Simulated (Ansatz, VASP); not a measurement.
## Al: VASP beside Ansatz

File INCAR:

```
PREC = Accurate ; ENCUT = 520
EDIFF = 1E-7 ; ISMEAR = 0
SIGMA = 0.15 ; LREAL = F
LASPH = T ; NELM = 100
ALGO = Normal ; ISIF = 2
LWAVE = F ; LCHARG = T
GGA = PE ; IVDW = 12
LELF = T ; LVHAR = T
NBANDS = 14
```

KPOINTS

```
regular mesh
0
Gamma
  18 18 6
```

The input POSCAR:

```
Al
1.0
    2.7978220189      0.0000000000      0.0000000000
   -1.3989110094      2.4229849436      0.0000000000
    0.0000000000      0.0000000000      9.9529720499
Al
4
Direct
    0.0000000000      0.0000000000      0.0000000000
    0.3333333333      0.6666666667      0.2500000000
    0.0000000000      0.0000000000      0.5000000000
    0.6666666667      0.3333333333      0.7500000000
```

Input for Ansatz:

```yaml
crystal:
  lattice:
    - [2.7978220189, 0.0, 0.0]
    - [-1.3989110094, 2.4229849436, 0.0]
    - [0.0, 0.0, 9.9529720499]
  atoms:
    - { symbol: Al, position: [0.0, 0.0, 0.0] }
    - { symbol: Al, position: [0.3333333333, 0.6666666667, 0.25] }
    - { symbol: Al, position: [0.0, 0.0, 0.5] }
    - { symbol: Al, position: [0.6666666667, 0.3333333333, 0.75] }
basis:
  ecutwfc: 420
kpoints:
  mp_grid: { grid: [18, 18, 6] }
hamiltonian:
  xc: pbe
  dispersion: d3bj
scf:
  occupations: { method: gaussian, width: 0.15 }
output:
  forces: true
  stress: true
  eigenvalues: true
```

Alike in both runs: task single point; functional PBE; dispersion D3(BJ); k mesh 18 × 18 × 6; occupations gaussian, width 0.15 eV; no spin polarisation.

```csv
,VASP,Ansatz
version,VASP 6.6.1,Ansatz 0.2.0
potentials or method,"VASP PAW PBE potentials, release 64 (Al), cutoff 520 eV","scalar-relativistic, plane waves, PAW"
valence electrons in the cell,12,12
```

Ansatz gave:

| Quantity | Value |
| --- | --- |
| gap on the k mesh at the Fermi level (eV) | none |
| pressure (GPa) | -3.9 |
| traceless stress, the component that is largest in VASP (GPa) | -3.18 |

**Question.** Which values does VASP return?

**Answer.** gap on the k mesh at the Fermi level (eV): none; pressure (GPa): -3.9; traceless stress, the component that is largest in VASP (GPa): -3.17.

A gap of «none» marks a metal or a gap that the smearing closes.
